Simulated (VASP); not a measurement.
# Si7B in VASP: a series of runs, part 2 of 2

VASP 6.6.1. The steps go on from the part before.

### 4 Relaxation of cell and atoms, PBE

This run uses another cell than the first one, of 18.16 Å³/atom.

Contents of INCAR:

```
SYSTEM = Si7B
PREC     = Accurate       ! precision mode
ENCUT    = 600            ! plane-wave cutoff, eV
EDIFF    = 1E-7           ! SCF threshold, eV
ISMEAR   = 0              ! smearing method
SIGMA    = 0.2            ! smearing width, eV
LREAL    = .FALSE.        ! projectors in reciprocal space
LASPH    = .TRUE.         ! aspherical terms in the spheres
NELM     = 100            ! most SCF steps
ALGO     = Normal         ! electronic algorithm
ISIF     = 3              ! what is computed and relaxed
LWAVE    = .FALSE.        ! write WAVECAR
LCHARG   = .FALSE.        ! write CHGCAR
GGA      = PE             ! functional
IBRION   = 2              ! ionic algorithm
NSW      = 36             ! ionic steps
EDIFFG   = -0.08          ! ionic threshold
```

Contents of KPOINTS:

```
regular mesh
0
G
  4 4 2
  0 0 0
```

Contents of POSCAR:

```
Si7B
1.0
    3.7200000000      0.0000000000      0.0000000000
    0.0000000000      3.7200000000      0.0000000000
    0.0000000000      0.0000000000     10.5000000000
Si B
7 1
Direct
    0.0000000000      0.0000000000      0.5000000000
    0.0000000000      0.5000000000      0.3750000000
    0.5000000000      0.0000000000      0.6250000000
    0.0000000000      0.5000000000      0.8900000000
    0.5000000000      0.0000000000      0.1100000000
    0.5000000000      0.5000000000      0.7600000000
    0.5000000000      0.5000000000      0.2400000000
    0.0000000000      0.0000000000      0.0000000000
```

Potentials or basis: VASP PAW PBE potentials, release 64 (Si, B).

Launch:

```console
$ cat potpaw_PBE.64/Si/POTCAR potpaw_PBE.64/B/POTCAR > POTCAR
$ mpirun -np 1 vasp_std > vasp.out
```

OUTCAR:

```text
SYSTEM = Si7B
   PREC = Accurate
   ENCUT = 600
   EDIFF = 1E-7
   ISMEAR = 0
   LREAL = .FALSE.
   LASPH = .TRUE.
   NELM = 100
   ISIF = 3
   GGA = PE
   IBRION = 2
   NSW = 36
   EDIFFG = -0.08

 ion  position               nearest neighbor table
   1  0.000  0.000  0.500-   2 2.28   3 2.28   2 2.28   3 2.28
   2  0.000  0.500  0.375-   1 2.28   1 2.28   7 2.34   7 2.34
   3  0.500  0.000  0.625-   1 2.28   1 2.28   6 2.34   6 2.34
   4  0.000  0.500  0.890-   8 2.19   8 2.19   6 2.31   6 2.31
   5  0.500  0.000  0.110-   8 2.19   8 2.19   7 2.31   7 2.31
   6  0.500  0.500  0.760-   4 2.31   4 2.31   3 2.34   3 2.34
   7  0.500  0.500  0.240-   5 2.31   5 2.31   2 2.34   2 2.34
   8  0.000  0.000  0.000-   4 2.19   5 2.19   4 2.19   5 2.19

  LATTYP: Found a simple tetragonal cell.
 ALAT       =     3.7200000000
 C/A-ratio  =     2.8225806452

  Lattice vectors:

 A1 = (   3.7200000000,   0.0000000000,   0.0000000000)
 A2 = (   0.0000000000,   3.7200000000,   0.0000000000)
 A3 = (   0.0000000000,   0.0000000000,  10.5000000000)

Analysis of symmetry for initial positions (statically):
=====================================================================
 Subroutine PRICEL returns:
[... 160 lines left out ...]
   NGX = 15   NGY = 15   NGZ = 41

--------------------------------------- Ionic step        1  -------------------------------------------

 number of electron      31.0000001 magnetization

 Free energy of the ion-electron system (eV)
  ---------------------------------------------------
  ext. energy  EPLUGINS =         0.00000000
  ---------------------------------------------------
  free energy    TOTEN  =       -43.06648594 eV

  energy without entropy =      -43.02589125  energy(sigma->0) =      -43.04618860

------------------------ aborting loop because EDIFF is reached ----------------------------------------

  FORCE on cell =-STRESS in cart. coord.  units (eV):
  Direction    XX          YY          ZZ          XY          YZ          ZX
  --------------------------------------------------------------------------------------
  -------------------------------------------------------------------------------------
  Total        1.8378382      1.8378382      2.8018069      0.0000000      0.0000000      0.0000000
  in kB       20.2648164     20.2648164     30.8939622      0.0000000      0.0000000      0.0000000
  external PRESSURE =      23.8078650 kB  Pullay stress =       0.0000000 kB
[... 323 lines left out ...]
--------------------------------------- Ionic step        9  -------------------------------------------

 number of electron      30.9999999 magnetization

 Free energy of the ion-electron system (eV)
  ---------------------------------------------------
  ext. energy  EPLUGINS =         0.00000000
  ---------------------------------------------------
  free energy    TOTEN  =       -43.45965452 eV

  energy without entropy =      -43.43204171  energy(sigma->0) =      -43.44584811

 E-fermi :   5.6212     XC(G=0):  -9.5888

 val. band max:        5.4706342692   @ k =   0.5000   0.0000   0.0000
 cond. band min:       5.6967229464   @ k =   0.2500   0.0000   0.5000
 fundamental gap:      0.2260886772
 Fermi energy:         5.6212344555

 k-point     1 :       0.0000    0.0000    0.0000
  band No.  band energies     occupation
      1      -6.2512      2.00000
      2      -5.1801      2.00000
      3      -5.0650      2.00000
      4      -1.9794      2.00000
      5      -1.9108      2.00000
      6       2.4994      2.00000
[... 300 lines left out ...]
  FREE ENERGIE OF THE ION-ELECTRON SYSTEM (eV)
  ---------------------------------------------------
  free  energy   TOTEN  =       -43.4596545182 eV

  energy  without entropy=      -43.4320417078  energy(sigma->0) =      -43.44584811

 reached required accuracy - stopping structural energy minimisation
```

It took 1.9 min on 1 thread of Intel Xeon 6975P-C (Granite Rapids), shared host; peak memory 0.27 GiB.

What came out:

```
Free energy                           : -43.4597 eV
Relaxed volume                        : 18.39 Å³/atom
Relaxed cell                          : a = 3.692 Å, b = 3.692 Å, c = 10.790 Å, α = 90.00°, β = 90.00°, γ = 90.00°
Space group after relaxing (to 0.1 Å) : P-4m2 (No. 115)
Energy gained by relaxing             : 49.1 meV/atom
Ionic steps                           : 9
Pressure after relaxing               : -0.3 GPa
Largest force after relaxing          : 0.049 eV/Å
Band gap on the k mesh                : zero (an odd number of electrons rules out a gap without spin polarisation)
```

Forces in eV/Å, atoms in the order of the input:
```
Si   0.000  0.000  0.000
Si   0.000  0.000 -0.049
Si   0.000  0.000  0.049
Si   0.000  0.000  0.008
Si   0.000  0.000 -0.008
Si   0.000  0.000  0.027
Si   0.000  0.000 -0.027
B    0.000  0.000  0.000
```

The path:
| step | energy change (eV) | largest force (eV/Å) | pressure (GPa) | volume (Å³) |
| --- | --- | --- | --- | --- |
| 1 | 0.0000 | 1.6949 | 2.38 | 145.30 |
| 2 | -0.2589 | 0.7042 | -2.11 | 151.05 |
| 3 | -0.2620 | 0.5842 | -2.54 | 151.73 |
| 4 | -0.3557 | 0.5954 | 0.02 | 147.06 |
| 5 | -0.3566 | 0.6255 | 0.31 | 146.58 |
| 6 | -0.3871 | 0.1687 | 0.26 | 146.34 |
| 7 | -0.3887 | 0.2302 | 0.26 | 146.27 |
| 8 | -0.3930 | 0.0863 | -0.20 | 146.92 |
| 9 | -0.3932 | 0.0489 | -0.32 | 147.10 |

Final structure:
```
Si B
1.0
     3.69224    0.00000    0.00000
     0.00000    3.69224    0.00000
     0.00000    0.00000   10.79017
Si B
7 1
Cartesian
  0.0000 0.0000 5.3951
  0.0000 1.8461 3.9604
  1.8461 3.6922 6.8298
  0.0000 1.8461 9.7733
  1.8461 0.0000 1.0169
  1.8461 1.8461 8.2329
  1.8461 1.8461 2.5573
  0.0000 0.0000 0.0000
```

Caveat: the k points lie up to 0.43 Å⁻¹ apart in the final cell, too coarse for converged energies and pressures of a metal; the relaxation stopped at a loose force limit of 0.08 eV/Å, so its end isn't a converged minimum.

### 5 Overview

| task | cell | k mesh | cutoff (eV) | smearing | gap on the mesh (eV) | pressure (GPa) | largest force (eV/Å) |
| --- | --- | --- | --- | --- | --- | --- | --- |
| single point | a = 3.687, b = 3.687, c = 10.755 Å, 8 atoms, atomic positions A | 6 × 6 × 2 | 520 | gaussian 0.2 eV | none | -0.1 | 0.01 |
| single point | a = 3.701, b = 3.701, c = 10.669 Å, 8 atoms, atomic positions B | 8 × 8 × 4 | 520 | gaussian 0.1 eV | none | -0.1 | 0.02 |
| relaxation of cell and atoms | relaxed from a = 3.720, b = 3.720, c = 10.500 Å, 8 atoms, atomic positions C | 4 × 4 × 2 | 600 | gaussian 0.2 eV | none | -0.3 | 0.05 |

Alike in all rows: level PBE; potentials or basis VASP PAW PBE potentials, release 64 (Si, B); no spin polarisation.

Caveats: some runs use coarse meshes; the relaxation stopped at a loose force limit of 0.08 eV/Å, so its end isn't a converged minimum (at least some runs).

Absolute energies hang on the potentials; compare differences alone.

The gap in the log of VASP goes by the Fermi energy; the results here count the filled bands.